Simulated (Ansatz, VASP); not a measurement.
Ir: VASP beside Ansatz

```xyz
3
Lattice="4.6235 0.0000 0.0000 -2.3117 4.0040 0.0000 0.0000 0.0000 2.8609" Properties=species:S:1:pos:R:3 pbc="T T T"
Ir   -2.3117    4.0040    0.0000
Ir    0.0000    2.6694    1.4304
Ir    2.3117    1.3347    1.4304
```

Alike in both runs: task single point; functional BLYP; k mesh 9 × 9 × 13; occupations fermi-dirac, width 0.1 eV; no spin polarisation.

|  | VASP | Ansatz |
| --- | --- | --- |
| version | VASP 6.6.1 | Ansatz 0.2.0 |
| potentials or method | VASP PAW PBE potentials, release 64 (Ir), cutoff 520 eV | plane waves (420 eV) with PAW, scalar-relativistic |
| valence electrons in the cell | 27 | 51 |

|  | VASP | Ansatz | Ansatz less VASP |
| --- | --- | --- | --- |
| pressure (GPa) | -21.3 | -22.6 | -1.28 |
| traceless stress, the component that is largest in VASP (GPa) | 1.15 | 1.34 | +0.192 |

VASP's potentials were made for PBE, not for BLYP. With one functional, cell and mesh, what is left measures potentials, basis and numerics. VASP's potentials hold 27 valence electrons a cell and Ansatz's 51, so a difference there can come from the potentials and not from the codes.

Spin-orbit coupling is off throughout.
